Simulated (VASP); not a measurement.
# Nb (C2/c) in VASP: further runs, part 2 of 2

VASP 6.6.1. The steps go on from the part before.

## Step 5: Single point, PBE, collinear spin (20.68 Å³/atom)

This run uses another cell than the first one, of 20.68 Å³/atom.

The input, INCAR:

```
SYSTEM = Nb
PREC = Accurate
ENCUT = 520
EDIFF = 1E-6
ISMEAR = -1
SIGMA = 0.05
LREAL = .FALSE.
LASPH = .TRUE.
NELM = 150
ALGO = Normal
ISIF = 2
LWAVE = .FALSE.
LCHARG = .FALSE.
ISPIN = 2
MAGMOM = 1 1
LORBIT = 11
LMAXMIX = 4
GGA = PE
NBANDS = 24
```

The input, KPOINTS:

```
Automatic mesh
0
G
  15 15 7
  0 0 0
```

The input, POSCAR:

```
Nb
1.0
   -1.9882215658      1.9884795169      1.4325882519
    1.9884795169     -1.9882215658      1.4325882519
    3.6301925199      3.6301925199     -1.4321158138
Nb
2
Direct
    0.0003891214      0.9996108786      0.0000000000
    0.7496108786      0.2503891214      0.5000000000
```

Potentials or basis: VASP PAW PBE potentials, release 64 (Nb_sv).

Run with:

```console
cat potpaw_PBE.64/Nb_sv/POTCAR > POTCAR
mpirun -np 1 vasp_std > vasp.out
```

OUTCAR:

```text
SYSTEM = Nb
   PREC = Accurate
   ENCUT = 520
   EDIFF = 1E-6
   ISMEAR = -1
   LREAL = .FALSE.
   LASPH = .TRUE.
   NELM = 150
   ISIF = 2
   ISPIN = 2
   LORBIT = 11
   GGA = PE

 ion  position               nearest neighbor table
   1  0.000  1.000  0.000-   2 3.01   2 3.01   2 3.02   2 3.02
   2  0.750  0.250  0.500-   1 3.01   1 3.01   1 3.02   1 3.02

  LATTYP: Found a base centered monoclinic cell.
 ALAT       =     2.8651765270
 B/A-ratio  =     1.9628475075
 C/A-ratio  =     1.8602251610
 COS(beta)  =    -0.2685733837

  Lattice vectors:

 A1 = (  -1.9882215658,   1.9884795169,   1.4325882519)
 A2 = (   1.9884795169,  -1.9882215658,   1.4325882519)
 A3 = (   3.6301925199,   3.6301925199,  -1.4321158138)

Analysis of symmetry for initial positions (statically):
=====================================================================
 Subroutine PRICEL returns:
 Original cell was already a primitive cell.

 Routine SETGRP: Setting up the symmetry group for a
 base centered monoclinic supercell.

 Subroutine GETGRP returns: Found  4 space group operations
 (whereof  2 operations were pure point group operations)
 out of a pool of  4 trial point group operations.

The static configuration has the point symmetry C_2 .
 The point group associated with its full space group is C_2h.

Analysis of symmetry for dynamics (positions and initial velocities):
=====================================================================
 Subroutine PRICEL returns:
 Original cell was already a primitive cell.

 Routine SETGRP: Setting up the symmetry group for a
 base centered monoclinic supercell.

 Subroutine GETGRP returns: Found  4 space group operations
 (whereof  2 operations were pure point group operations)
 out of a pool of  4 trial point group operations.

The dynamic configuration has the point symmetry C_2 .
 The point group associated with its full space group is C_2h.

Analysis of structural, dynamic, and magnetic symmetry:
=====================================================================
 Subroutine PRICEL returns:
 Original cell was already a primitive cell.

 Routine SETGRP: Setting up the symmetry group for a
 base centered monoclinic supercell.

 Subroutine GETGRP returns: Found  4 space group operations
 (whereof  2 operations were pure point group operations)
 out of a pool of  4 trial point group operations.

The overall configuration has the point symmetry C_2 .
 The point group associated with its full space group is C_2h.

 Subroutine INISYM returns: Found  4 space group operations
 (whereof  2 operations are pure point group operations),
 and found     1 'primitive' translations

----------------------------------------------------------------------------------------

                                     Primitive cell

  volume of cell :      41.3637

  direct lattice vectors                    reciprocal lattice vectors
    -1.988221566  1.988479517  1.432588252    -0.056890642  0.194574072  0.349006242
     1.988479517 -1.988221566  1.432588252     0.194574072 -0.056890642  0.349006242
     3.630192520  3.630192520 -1.432115814     0.137728850  0.137728850 -0.000024799

  length of vectors
     3.155849313  3.155849313  5.329873466     0.403609925  0.403609925  0.194778010

[... 72 lines left out ...]
   ISTART =      0    job   : 0-new  1-cont  2-samecut
   ICHARG =      2    charge: 1-file 2-atom 10-const
   ISPIN  =      2    spin polarized calculation?
   LNONCOLLINEAR =      F non collinear calculations
   LSORBIT =      F    spin-orbit coupling
   LASPH  =      T    aspherical Exc in radial PAW
   ENCUT  =  520.0 eV  38.22 Ry    6.18 a.u.   5.87  5.87  9.91*2*pi/ulx,y,z
   NELM   =    150;   NELMIN=  2; NELMDL= -5     # of ELM steps
   EDIFF  = 0.1E-05   stopping-criterion for ELM
   LREAL  =      F    real-space projection
   EDIFFG = 0.1E-04   stopping-criterion for IOM
   NSW    =      0    number of steps for IOM
   IBRION =     -1    ionic relax: 0-MD 1-quasi-New 2-CG
   NFREE  =      0    steps in history (QN), initial steepest desc. (CG)
   ISIF   =      2    stress and relaxation
   ISYM   =      2    0-nonsym 1-usesym 2-fastsym
   POTIM  = 0.5000    time-step for ionic-motion
   TEBEG  =    0.0;   TEEND  =   0.0 temperature during run
   PSTRESS=    0.0 pullay stress
   NELECT =      26.0000    total number of electrons
   NUPDOWN=      -1.0000    fix difference up-down
   EMIN   =  10.00;   EMAX   =-10.00  energy-range for DOS
   EFERMI =   0.00;   METHOD = LEGACY
   ISMEAR =    -1;   SIGMA  =   0.05  broadening in eV -4-tet -1-fermi 0-gaus
   EFERMI_NEDOS =   21; number of points for ismear=-14 and -15
   IALGO  =     38    algorithm
   IMIX   =      4    mixing-type and parameters
     AMIX     =   0.40;   BMIX     =  1.00
     AMIX_MAG =   1.60;   BMIX_MAG =  1.00
  volume/ion in A,a.u.               =      20.68       139.57
  Fermi-wavevector in a.u.,A,eV,Ry     =   1.402360  2.650076 26.757397  1.966613
  Thomas-Fermi vector in A             =   2.525129
   LORBIT       =     11    0 simple, 1 ext, 2 COOP (PROOUT), +10 PAW based schemes
   GGA     = PE    functional components
   LHFCALC =     F    Hartree Fock is set to
   AEXX    =    0.0000 exact exchange contribution
   IVDW    =     0    specifies the selected vdW correction
   LEPSILON=     F    determine dielectric tensor
   LRPA    =     F    only Hartree local field effects (RPA)
 spin polarized calculation
  energy-cutoff  :      520.00
  volume of cell :       41.36
 maximum number of plane-waves:      1134
   NGX = 11   NGY = 11   NGZ = 19

 number of electron      25.9999999 magnetization      -0.0017707

 number of electron      25.9999999 magnetization       0.0001737

 Free energy of the ion-electron system (eV)
  ---------------------------------------------------
  ext. energy  EPLUGINS =         0.00000000
  ---------------------------------------------------
  free energy    TOTEN  =       -19.91732013 eV

  energy without entropy =      -19.89609544  energy(sigma->0) =      -19.90670778

 E-fermi :   9.5143     XC(G=0): -11.7916

 val. band max:        9.5141891970   @ k =   0.4667   0.4000   0.2857
 cond. band min:       9.5144217119   @ k =  -0.0667   0.2000   0.4286
 fundamental gap:      0.0002325148
 Fermi energy:         9.5143037547

 spin component 1

 k-point     1 :       0.0000    0.0000    0.0000
  band No.  band energies     occupation
      1     -45.2327      1.00000
      2     -45.1114      1.00000
      3     -21.6655      1.00000
      4     -20.9754      1.00000
      5     -20.8129      1.00000
      6     -20.8124      1.00000
[... 637 lines left out ...]
     23      22.6858      0.00000
     24      24.2589      0.00000

 [... further k-points ...]

 spin component 2

 k-point     1 :       0.0000    0.0000    0.0000
  band No.  band energies     occupation
      1     -45.2327      1.00000
      2     -45.1114      1.00000
      3     -21.6654      1.00000
      4     -20.9753      1.00000
      5     -20.8129      1.00000
      6     -20.8123      1.00000
[... 637 lines left out ...]
     23      22.6859      0.00000
     24      24.2590      0.00000

 [... further k-points ...]

------------------------ aborting loop because EDIFF is reached ----------------------------------------

  FORCE on cell =-STRESS in cart. coord.  units (eV):
  Direction    XX          YY          ZZ          XY          YZ          ZX
  --------------------------------------------------------------------------------------
  -------------------------------------------------------------------------------------
  Total       -3.9370928     -3.9370928     -4.0485218      0.1206483      0.0124934      0.0124934
  in kB     -152.4989403   -152.4989403   -156.8150181      4.6731800      0.4839193      0.4839193
  external PRESSURE =    -153.9376329 kB  Pullay stress =       0.0000000 kB

 VOLUME and BASIS-vectors are now :
 -----------------------------------------------------------------------------
  energy-cutoff  :      520.00
  volume of cell :       41.36
      direct lattice vectors                 reciprocal lattice vectors
    -1.988221566  1.988479517  1.432588252    -0.056890642  0.194574072  0.349006242
     1.988479517 -1.988221566  1.432588252     0.194574072 -0.056890642  0.349006242
     3.630192520  3.630192520 -1.432115814     0.137728850  0.137728850 -0.000024799

 POSITION                                       TOTAL-FORCE (eV/Angst)
 -----------------------------------------------------------------------------------
      1.98693     -1.98667      1.43259         0.012623     -0.012623     -0.000000
      0.82260      2.80785      0.71653        -0.012623      0.012623      0.000000
 -----------------------------------------------------------------------------------
    total drift:                                0.000000      0.000000     -0.000000

  FREE ENERGIE OF THE ION-ELECTRON SYSTEM (eV)
  ---------------------------------------------------
  free  energy   TOTEN  =       -19.9173201276 eV

  energy  without entropy=      -19.8960954362  energy(sigma->0) =      -19.90670778

 total charge

# of ion       s       p       d       tot
------------------------------------------
    1        2.204   5.984   2.370  10.558
    2        2.204   5.984   2.370  10.558
--------------------------------------------------
tot          4.408  11.968   4.740  21.115

 magnetization (x)

# of ion       s       p       d       tot
------------------------------------------
    1        0.000   0.000   0.000   0.000
    2        0.000   0.000   0.000   0.000
--------------------------------------------------
tot          0.000   0.000   0.000   0.000
```

stdout:

```text
POSCAR found type information on POSCAR Nb
 POSCAR found :  1 types and       2 ions
 scaLAPACK will be used
 LDA part: xc-table for (Slater+PW92), standard interpolation
 POSCAR, INCAR and KPOINTS ok, starting setup
 FFT: planning ... GRIDC
 FFT: planning ... GRID_SOFT
 FFT: planning ... GRID
 WAVECAR not read
 entering main loop
```

Wall time 22 min (1 thread of Oxide Virtual Turin-like, shared host); peak memory 0.58 GiB.

Results:

```yaml
Free_energy: -19.9173 eV
Pressure: -15.4 GPa
Largest_force: 0.018 eV/Å
Band_gap_on_the_k_mesh: zero (filled and empty bands overlap)
Net_moment: 0.00 μB per cell
Valence_electrons_inside_the_program's_atomic_spheres: Nb 10.56
```

Forces on the atoms (eV/Å):
```
Nb   0.013 -0.013  0.000
Nb  -0.013  0.013  0.000
```

Caveat: the cell stands under tension.

## Step 6: Single point, PBE, collinear spin (16.25 Å³/atom)

This run uses another cell than the first one, of 16.25 Å³/atom.

The input, INCAR:

```
SYSTEM = Nb
PREC = Accurate ; ENCUT = 520
EDIFF = 1E-6 ; ISMEAR = -1
SIGMA = 0.05 ; LREAL = .FALSE.
LASPH = .TRUE. ; NELM = 150
ALGO = Normal ; ISIF = 2
LWAVE = .FALSE. ; LCHARG = .FALSE.
ISPIN = 2 ; MAGMOM = 1 1
LORBIT = 11 ; LMAXMIX = 4
GGA = PE ; NBANDS = 24
```

KPOINTS is that of step 5.

The input, POSCAR:

```
Nb
1.0
   -1.8346490345      1.8348870612      1.3219334798
    1.8348870612     -1.8346490345      1.3219334798
    3.3497922546      3.3497922546     -1.3214975334
Nb
2
Direct
    0.0003891214      0.9996108786      0.0000000000
    0.7496108786      0.2503891214      0.5000000000
```

Potentials or basis: VASP PAW PBE potentials, release 64 (Nb_sv).

Run with:

```console
cat potpaw_PBE.64/Nb_sv/POTCAR > POTCAR
mpirun -np 1 vasp_std > vasp.out
```

Wall time 16 min (1 thread of Oxide Virtual Turin-like, shared host); peak memory 0.48 GiB.

It converged, with:

```yaml
Free_energy: -19.8175 eV
Pressure: 26.6 GPa
Largest_force: 0.019 eV/Å
Band_gap_on_the_k_mesh: zero (filled and empty bands overlap)
Net_moment: 0.00 μB per cell
Valence_electrons_inside_the_program's_atomic_spheres: Nb 10.91
```

Forces on the atoms (eV/Å):
```
Nb   0.013 -0.013  0.000
Nb  -0.013  0.013  0.000
```

Stress tensor (GPa, compression positive):
```
26.13 -0.15  0.04
-0.15 26.13  0.04
 0.04  0.04 27.58
```

Levels at points of the mesh, in eV from the Fermi level:
Spin up:
```
           k point  band 11  band 12  band 13  band 14  band 15  band 16
(0.00, 0.00, 0.00)    -1.15    -1.00     0.81     1.04     1.66     2.03
```
Spin down:
```csv
k point,band 11,band 12,band 13,band 14,band 15,band 16
"(0.00, 0.00, 0.00)",-1.15,-1.00,0.81,1.04,1.66,2.03
```

Caveat: the cell stands under pressure.

## Step 7: Overview

```csv
spin,cell,k mesh,cutoff (eV),smearing,gap on the mesh (eV),pressure (GPa),moment (μB),largest force (eV/Å)
off,"a = 2.999, b = 2.999, c = 5.062 Å, angles 97.0, 97.0, 126.0°, 2 atoms",15 × 15 × 7,500,fermi-dirac 0.1 eV,none,7.0,-,0.01
off,"a = 3.119, b = 3.119, c = 5.265 Å, angles 97.0, 97.0, 126.0°, 2 atoms",15 × 15 × 7,500,fermi-dirac 0.1 eV,none,-11.3,-,0.01
off,"a = 3.040, b = 3.040, c = 5.131 Å, angles 97.0, 97.0, 126.0°, 2 atoms",13 × 13 × 9,500,fermi-dirac 0.1 eV,none,-0.3,-,-
collinear,"a = 3.156, b = 3.156, c = 5.330 Å, angles 97.0, 97.0, 126.0°, 2 atoms",15 × 15 × 7,520,fermi-dirac 0.05 eV,none,-15.4,0.00,0.02
collinear,"a = 2.912, b = 2.912, c = 4.918 Å, angles 97.0, 97.0, 126.0°, 2 atoms",15 × 15 × 7,520,fermi-dirac 0.05 eV,none,26.6,0.00,0.02
```

Alike in all rows: task single point; level PBE; potentials or basis VASP PAW PBE potentials, release 64 (Nb_sv).

Caveats: the cell stands under pressure (at least some runs); the cell stands under tension (at least some runs).

Total energies depend on the potentials used, so only differences within one code and one set of settings carry meaning.
